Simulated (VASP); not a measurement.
Ru:

```
Ru
1.0
     2.69744    0.00000    0.00000
    -1.34872    2.33605    0.00000
     0.00000    0.00000    4.36985
Ru
2
Direct
  0.33333 0.66667 0.25000
  0.66667 0.33333 0.75000
```

| Quantity | Value |
| --- | --- |
| Program | VASP 6.6.1 |
| Task | relaxation of cell and atoms |
| Functional | PBE |
| Potentials or basis | VASP PAW PBE potentials, release 64 (Ru_pv) |
| Cutoff | 600 eV |
| k mesh | 17 × 17 × 10 |
| Occupations | fermi-dirac, width 0.05 eV |
| Spin | no spin polarisation |

At the start: pressure -0.2 GPa; volume 13.77 Å³/atom.

Question: Where does the relaxation end?

Answer: Over 8 steps the energy falls by 8.4 meV/atom; space group P6_3/mmc (No. 194, to 0.05 Å).

Step by step:
| step | energy change (eV) | largest force (eV/Å) | pressure (GPa) | volume (Å³) |
| --- | --- | --- | --- | --- |
| 1 | 0.0000 | 0.0000 | -0.21 | 27.54 |
| 2 | -0.0046 | 0.0000 | 1.45 | 27.44 |
| 3 | -0.0168 | 0.0000 | 0.40 | 27.49 |
| 4 | -0.0168 | 0.0000 | 0.42 | 27.49 |
| 5 | -0.0165 | 0.0000 | -1.04 | 27.62 |
| 6 | -0.0168 | 0.0000 | 0.01 | 27.53 |
| 7 | -0.0168 | 0.0000 | 0.01 | 27.53 |
| 8 | -0.0168 | 0.0000 | -0.01 | 27.53 |

Final structure:
```
CELL_PARAMETERS angstrom
2.72042 0.00000 0.00000
-1.36021 2.35596 0.00000
0.00000 0.00000 4.29506
ATOMIC_POSITIONS crystal
Ru 0.33333 0.66667 0.25000
Ru 0.66667 0.33333 0.75000
```
